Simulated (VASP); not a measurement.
The system is K.

```xyz
3
Lattice="7.3867 0.0000 0.0000 -3.6934 6.3971 0.0000 0.0000 0.0000 4.5281" Properties=species:S:1:pos:R:3 pbc="T T T"
K     0.0000    0.0000    0.0000
K     0.0000    4.2647    2.2640
K     3.6934    2.1324    2.2640
```

This isn't the form of K at room conditions, which is bcc.

| Item | Value |
| --- | --- |
| Program | VASP 6.6.1 |
| Task | relaxation of cell and atoms |
| Functional | BLYP |
| Potentials or basis | VASP PAW PBE potentials, release 64 (K_sv) |
| Cutoff | 600 eV |
| k mesh | 5 × 5 × 7 |
| Occupations | fermi-dirac, width 0.1 eV |
| Spin | no spin polarisation |

At the start: pressure 0.3 GPa; volume 71.32 Å³/atom.

**Question.** Where does the relaxation end?

**Answer.** Over 8 steps the energy falls by 4.6 meV/atom and the volume is 76.48 Å³/atom (+7.2 %); space group P6/mmm (No. 191, to 0.1 Å) before and after.

The path:
```
step  energy change (eV)  largest force (eV/Å)  pressure (GPa)  volume (Å³)
   1              0.0000                0.0000            0.25       213.97
   2             -0.0055                0.0000            0.19       217.45
   3             -0.0117                0.0000            0.09       223.66
   4             -0.0122                0.0000           -0.08       236.40
   5             -0.0138                0.0000           -0.01       230.34
   6             -0.0138                0.0000           -0.01       230.01
   7             -0.0139                0.0000            0.00       229.86
   8             -0.0139                0.0000            0.00       229.44
```

Final structure:
```yaml
crystal:
  lattice:
    - [7.62269, 0.00000, 0.00000]
    - [-3.81134, 6.60144, 0.00000]
    - [0.00000, 0.00000, 4.55951]
  atoms:
    - { symbol: K, position: [0.00000, 0.00000, 0.00000] }
    - { symbol: K, position: [0.33333, 0.66667, 0.50000] }
    - { symbol: K, position: [0.66667, 0.33333, 0.50000] }
```

Caveat: the PAW data sets were made with another functional, which shifts forces and pressure a little.
